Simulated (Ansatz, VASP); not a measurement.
# One calculation of InP, two programs

```
In P
1.0
     3.41341    0.00000    0.00000
     0.00000    3.41341    0.00000
     0.00000    0.00000    3.41341
In P
1 1
Direct
  0.00000 0.00000 0.00000
  0.50000 0.50000 0.50000
```

Alike in both runs: task single point; functional r2SCAN; k mesh 8 × 8 × 8; occupations fermi-dirac, width 0.02 eV; no spin polarisation.

```csv
,VASP,Ansatz
version,VASP 6.6.1,Ansatz 0.2.0
potentials or method,"VASP PAW PBE potentials, release 64 (In_d, P)","plane waves, PAW"
plane-wave cutoff (eV),520,500
valence electrons in the cell,18,18
```

VASP gave:

* pressure (GPa): 0.6

Which values does Ansatz return?

Pressure (GPa): 0.5.

VASP's potentials were made for PBE, not for r2SCAN.
